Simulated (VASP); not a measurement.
# Se (Fd-3m) in VASP: single point with PBEsol

Aim: the single point of Se with PBEsol.

Program: VASP 6.6.1. These are calculated values, not measurements. Logs are shortened: lines on timing, memory, paths and dates and some standing lists are left out, and cuts for length are marked.

### Step 1. The cell of the first run

It takes space group Fd-3m (No. 227, cubic). Conventional cell: a = 6.222 Å, b = 6.222 Å, c = 6.222 Å, α = 90.00°, β = 90.00°, γ = 90.00°. Se (site symmetry -43m) has 4 Se at 2.69 Å within 3.6 Å.

This isn't the form of Se at room conditions, which is trigonal, of chains.

### Step 2. Single point, PBEsol

The input, INCAR:

```
SYSTEM = Se
  ALGO = Normal
  EDIFF = 1E-7
  ENCUT = 520
  GGA = PS
  ISIF = 2
  ISMEAR = -1
  LASPH = .True.
  LCHARG = .False.
  LREAL = .False.
  LWAVE = .False.
  NBANDS = 13
  NELM = 60
  PREC = Accurate
  SIGMA = 0.13605693000000002
```

The input, KPOINTS:

```
k-points
0
Gamma
  8 8 8
  0 0 0
```

The input, POSCAR:

```
Se
1.0
    0.0000000000      3.1111977961      3.1111977961
    3.1111977961      0.0000000000      3.1111977961
    3.1111977961      3.1111977961      0.0000000000
Se
2
Direct
    0.0000000000      0.0000000000      0.0000000000
    0.2500000000      0.2500000000      0.2500000000
```

Potentials or basis: VASP PAW PBE potentials, release 64 (Se).

Started as:

```sh
cat potpaw_PBE.64/Se/POTCAR > POTCAR
mpirun -np 1 vasp_std > vasp.out
```

OUTCAR:

```text
SYSTEM = Se
   EDIFF = 1E-7
   ENCUT = 520
   GGA = PS
   ISIF = 2
   ISMEAR = -1
   LASPH = .True.
   LREAL = .False.
   NELM = 60
   PREC = Accurate

 ion  position               nearest neighbor table
   1  0.000  0.000  0.000-   2 2.69   2 2.69   2 2.69   2 2.69
   2  0.250  0.250  0.250-   1 2.69   1 2.69   1 2.69   1 2.69

  LATTYP: Found a face centered cubic cell.
 ALAT       =     6.2223955922

  Lattice vectors:

 A1 = (   0.0000000000,   3.1111977961,   3.1111977961)
 A2 = (   3.1111977961,   0.0000000000,   3.1111977961)
 A3 = (   3.1111977961,   3.1111977961,   0.0000000000)

Analysis of symmetry for initial positions (statically):
=====================================================================
 Subroutine PRICEL returns:
 Original cell was already a primitive cell.

 Routine SETGRP: Setting up the symmetry group for a
 face centered cubic supercell.

 Subroutine GETGRP returns: Found 48 space group operations
 (whereof 24 operations were pure point group operations)
 out of a pool of 48 trial point group operations.

The static configuration has the point symmetry T_d .
 The point group associated with its full space group is O_h .

Analysis of symmetry for dynamics (positions and initial velocities):
=====================================================================
 Subroutine PRICEL returns:
 Original cell was already a primitive cell.

 Routine SETGRP: Setting up the symmetry group for a
 face centered cubic supercell.

 Subroutine GETGRP returns: Found 48 space group operations
 (whereof 24 operations were pure point group operations)
 out of a pool of 48 trial point group operations.

The dynamic configuration has the point symmetry T_d .
 The point group associated with its full space group is O_h .

 Subroutine INISYM returns: Found 48 space group operations
 (whereof 24 operations are pure point group operations),
 and found     1 'primitive' translations

----------------------------------------------------------------------------------------

                                     Primitive cell

  volume of cell :      60.2300

  direct lattice vectors                    reciprocal lattice vectors
     0.000000000  3.111197796  3.111197796    -0.160709808  0.160709808  0.160709808
     3.111197796  0.000000000  3.111197796     0.160709808 -0.160709808  0.160709808
     3.111197796  3.111197796  0.000000000     0.160709808  0.160709808 -0.160709808

  length of vectors
     4.399898118  4.399898118  4.399898118     0.278357552  0.278357552  0.278357552

  position of ions in fractional coordinates (direct lattice)
     0.000000000  0.000000000  0.000000000
     0.250000000  0.250000000  0.250000000

  ion indices of the primitive-cell ions
   primitive index   ion index
                 1           1
                 2           2

----------------------------------------------------------------------------------------

 KPOINTS: k-points

Automatic generation of k-mesh.
 Grid dimensions read from file:
 generate k-points for:    8    8    8

 Generating k-lattice:

  Cartesian coordinates                     Fractional coordinates (reciprocal lattice)
    -0.020088726  0.020088726  0.020088726     0.125000000  0.000000000  0.000000000
     0.020088726 -0.020088726  0.020088726     0.000000000  0.125000000  0.000000000
     0.020088726  0.020088726 -0.020088726     0.000000000  0.000000000  0.125000000

  Length of vectors
     0.034794694  0.034794694  0.034794694

  Shift w.r.t. Gamma in fractional coordinates (k-lattice)
     0.000000000  0.000000000  0.000000000

 Subroutine IBZKPT returns following result:
 ===========================================

 Found     29 irreducible k-points:

 Following reciprocal coordinates:
            Coordinates               Weight
  0.000000  0.000000  0.000000      1.000000
  0.125000  0.000000  0.000000      8.000000
  0.250000  0.000000  0.000000      8.000000
  0.375000  0.000000  0.000000      8.000000
  0.500000  0.000000  0.000000      4.000000
  0.125000  0.125000  0.000000      6.000000
[... 16 lines left out ...]
  0.500000  0.250000  0.125000     48.000000
 -0.375000  0.250000  0.125000     24.000000
 [... further k-points ...]
   k-points           NKPTS =     29   k-points in BZ     NKDIM =     29   number of bands    NBANDS=     13
   number of dos      NEDOS =    301   number of ions     NIONS =      2
   total plane-waves  NPLWV =  46656
   dimension x,y,z NGX =    36 NGY =   36 NGZ =   36
   dimension x,y,z NGXF=    72 NGYF=   72 NGZF=   72
   ions per type =               2
   NGX,Y,Z   is equivalent  to a cutoff of  13.60, 13.60, 13.60 a.u.
   NGXF,Y,Z  is equivalent  to a cutoff of  27.20, 27.20, 27.20 a.u.
 SYSTEM =  Se
   PREC   = accura    normal or accurate (medium, high low for compatibility)
   ISTART =      0    job   : 0-new  1-cont  2-samecut
   ICHARG =      2    charge: 1-file 2-atom 10-const
   ISPIN  =      1    spin polarized calculation?
   LNONCOLLINEAR =      F non collinear calculations
   LSORBIT =      F    spin-orbit coupling
   LASPH  =      T    aspherical Exc in radial PAW
   ENCUT  =  520.0 eV  38.22 Ry    6.18 a.u.   8.18  8.18  8.18*2*pi/ulx,y,z
   NELM   =     60;   NELMIN=  2; NELMDL= -5     # of ELM steps
   EDIFF  = 0.1E-06   stopping-criterion for ELM
   LREAL  =      F    real-space projection
   EDIFFG = 0.1E-05   stopping-criterion for IOM
   NSW    =      0    number of steps for IOM
   IBRION =     -1    ionic relax: 0-MD 1-quasi-New 2-CG
   NFREE  =      0    steps in history (QN), initial steepest desc. (CG)
   ISIF   =      2    stress and relaxation
   ISYM   =      2    0-nonsym 1-usesym 2-fastsym
   POTIM  = 0.5000    time-step for ionic-motion
   TEBEG  =    0.0;   TEEND  =   0.0 temperature during run
   PSTRESS=    0.0 pullay stress
   NELECT =      12.0000    total number of electrons
   NUPDOWN=      -1.0000    fix difference up-down
   EMIN   =  10.00;   EMAX   =-10.00  energy-range for DOS
   EFERMI =   0.00;   METHOD = LEGACY
   ISMEAR =    -1;   SIGMA  =   0.14  broadening in eV -4-tet -1-fermi 0-gaus
   EFERMI_NEDOS =   21; number of points for ismear=-14 and -15
   IALGO  =     38    algorithm
   IMIX   =      4    mixing-type and parameters
     AMIX     =   0.40;   BMIX     =  1.00
     AMIX_MAG =   1.60;   BMIX_MAG =  1.00
  volume/ion in A,a.u.               =      30.11       203.23
  Fermi-wavevector in a.u.,A,eV,Ry     =   0.956161  1.806882 12.439039  0.914244
  Thomas-Fermi vector in A             =   2.085064
   LORBIT       =      0    0 simple, 1 ext, 2 COOP (PROOUT), +10 PAW based schemes
   GGA     = PS    functional components
   LHFCALC =     F    Hartree Fock is set to
   AEXX    =    0.0000 exact exchange contribution
   IVDW    =     0    specifies the selected vdW correction
   LEPSILON=     F    determine dielectric tensor
   LRPA    =     F    only Hartree local field effects (RPA)
 non-spin polarized calculation
  energy-cutoff  :      520.00
  volume of cell :       60.23
 maximum number of plane-waves:      1639
 NGX is ok and might be reduce to    36
   NGX = 17   NGY = 17   NGZ = 17

 number of electron      12.0000001 magnetization

 Free energy of the ion-electron system (eV)
  ---------------------------------------------------
  ext. energy  EPLUGINS =         0.00000000
  ---------------------------------------------------
  free energy    TOTEN  =        -6.68720763 eV

  energy without entropy =       -6.58748495  energy(sigma->0) =       -6.63734629

 E-fermi :   2.3551     XC(G=0):  -8.5658

 val. band max:        2.3389585464   @ k =  -0.3750   0.2500   0.0000
 cond. band min:       2.3857942724   @ k =   0.5000   0.1250   0.0000
 fundamental gap:      0.0468357260
 Fermi energy:         2.3551203514

 k-point     1 :       0.0000    0.0000    0.0000
  band No.  band energies     occupation
      1     -13.2466      2.00000
      2      -7.7541      2.00000
      3      -1.2239      2.00000
      4      -1.2239      2.00000
      5      -1.2239      2.00000
      6       1.5232      1.99559
      7       1.5232      1.99559
      8       1.5232      1.99559
      9       6.5358      0.00000
     10       9.9115      0.00000
     11       9.9115      0.00000
     12      11.8159      0.00000
     13      11.8159      0.00000

 k-point     2 :       0.1250    0.0000    0.0000
  band No.  band energies     occupation
      1     -13.1383      2.00000
      2      -8.0377      2.00000
      3      -1.3684      2.00000
      4      -1.3684      2.00000
      5      -1.2906      2.00000
      6       1.7391      1.97862
      7       1.7403      1.97843
      8       1.7403      1.97843
      9       7.0580      0.00000
     10       9.5030      0.00000
     11       9.5030      0.00000
     12      11.3759      0.00000
     13      12.7472      0.00000

 k-point     3 :       0.2500    0.0000    0.0000
  band No.  band energies     occupation
      1     -12.8352      2.00000
      2      -8.7209      2.00000
      3      -1.6513      2.00000
      4      -1.6513      2.00000
      5      -1.5355      2.00000
      6       2.1788      1.57035
      7       2.1788      1.57035
      8       2.5090      0.48790
      9       8.0499      0.00000
     10       9.2556      0.00000
     11       9.2556      0.00000
     12      10.9843      0.00000
     13      14.1934      0.00000

 k-point     4 :       0.3750    0.0000    0.0000
  band No.  band energies     occupation
      1     -12.4312      2.00000
      2      -9.4596      2.00000
      3      -1.8777      2.00000
      4      -1.8777      2.00000
      5      -1.8067      2.00000
      6       2.5222      0.45304
      7       2.5222      0.45304
      8       3.5998      0.00021
      9       8.5528      0.00000
     10       9.6689      0.00000
     11       9.6689      0.00000
     12      10.2941      0.00000
     13      13.2109      0.00000

 k-point     5 :       0.5000    0.0000    0.0000
  band No.  band energies     occupation
      1     -12.2037      2.00000
      2      -9.8154      2.00000
      3      -1.9605      2.00000
      4      -1.9605      2.00000
      5      -1.9163      2.00000
      6       2.6393      0.22046
      7       2.6393      0.22046
      8       4.2020      0.00000
      9       9.0596      0.00000
     10       9.1022      0.00000
     11      10.2860      0.00000
     12      10.2860      0.00000
     13      12.0561      0.00000
[... 257 lines left out ...]
 k-point    22 :       0.3750    0.2500    0.1250
  band No.  band energies     occupation
      1     -12.5587      2.00000
      2      -9.2200      2.00000
      3      -2.5254      2.00000
      4      -2.0244      2.00000
      5      -0.3988      2.00000
      6       1.3633      1.99864
      7       2.9874      0.01899
      8       3.2446      0.00289
      9       8.0168      0.00000
     10       8.8073      0.00000
     11      10.2721      0.00000
     12      12.7579      0.00000
     13      12.8040      0.00000

 k-point    23 :       0.5000    0.2500    0.1250
  band No.  band energies     occupation
      1     -12.1468      2.00000
      2      -9.8617      2.00000
      3      -2.9355      2.00000
      4      -2.2384      2.00000
      5      -0.2564      2.00000
      6       1.8679      1.94581
      7       3.3071      0.00183
      8       3.6741      0.00012
      9       8.3763      0.00000
     10       8.6252      0.00000
     11      10.4867      0.00000
     12      11.7976      0.00000
     13      13.3814      0.00000

 k-point    24 :      -0.3750    0.2500    0.1250
  band No.  band energies     occupation
      1     -11.8978      2.00000
      2     -10.2003      2.00000
      3      -3.0801      2.00000
      4      -2.3333      2.00000
      5      -0.2431      2.00000
      6       2.2058      1.49964
      7       3.3479      0.00135
      8       3.9240      0.00002
      9       7.9960      0.00000
     10       9.0475      0.00000
     11      10.4104      0.00000
     12      11.4073      0.00000
     13      13.2388      0.00000

 [... further k-points ...]

------------------------ aborting loop because EDIFF is reached ----------------------------------------

  FORCE on cell =-STRESS in cart. coord.  units (eV):
  Direction    XX          YY          ZZ          XY          YZ          ZX
  --------------------------------------------------------------------------------------
  -------------------------------------------------------------------------------------
  Total        0.0279331      0.0279331      0.0279331      0.0000000      0.0000000      0.0000000
  in kB        0.7430466      0.7430466      0.7430466      0.0000000      0.0000000      0.0000000
  external PRESSURE =       0.7430466 kB  Pullay stress =       0.0000000 kB

 VOLUME and BASIS-vectors are now :
 -----------------------------------------------------------------------------
  energy-cutoff  :      520.00
  volume of cell :       60.23
      direct lattice vectors                 reciprocal lattice vectors
     0.000000000  3.111197796  3.111197796    -0.160709808  0.160709808  0.160709808
     3.111197796  0.000000000  3.111197796     0.160709808 -0.160709808  0.160709808
     3.111197796  3.111197796  0.000000000     0.160709808  0.160709808 -0.160709808

 POSITION                                       TOTAL-FORCE (eV/Angst)
 -----------------------------------------------------------------------------------
      0.00000      0.00000      0.00000         0.000000      0.000000      0.000000
      1.55560      1.55560      1.55560        -0.000000     -0.000000     -0.000000
 -----------------------------------------------------------------------------------
    total drift:                                0.000000      0.000000      0.000000

  FREE ENERGIE OF THE ION-ELECTRON SYSTEM (eV)
  ---------------------------------------------------
  free  energy   TOTEN  =        -6.6872076349 eV

  energy  without entropy=       -6.5874849512  energy(sigma->0) =       -6.63734629
```

Wall time 33 s (1 thread of Intel Xeon 8259CL, shared host); peak memory 0.2 GiB.

What came out:

* Free energy: -6.6872 eV
* Pressure: 0.1 GPa
* Band gap on the k mesh: zero (bands 6 and 7 overlap by 1.12 eV)

Levels at points of the mesh, in eV from the Fermi level:
```csv
k point,band 2,band 3,band 4,band 5,band 6,band 7,band 8,band 9,band 10,band 11
"(0.00, 0.00, 0.00)",-10.11,-3.58,-3.58,-3.58,-0.83,-0.83,-0.83,4.18,7.56,7.56
"(0.50, 0.00, 0.00)",-12.17,-4.32,-4.32,-4.27,0.28,0.28,1.85,6.70,6.75,7.93
"(0.50, 0.50, 0.00)",-13.46,-5.13,-5.13,-2.04,-2.04,2.31,2.31,6.13,6.13,9.75
```

Caveat: the PAW data sets were made with another functional, which shifts forces and pressure a little.
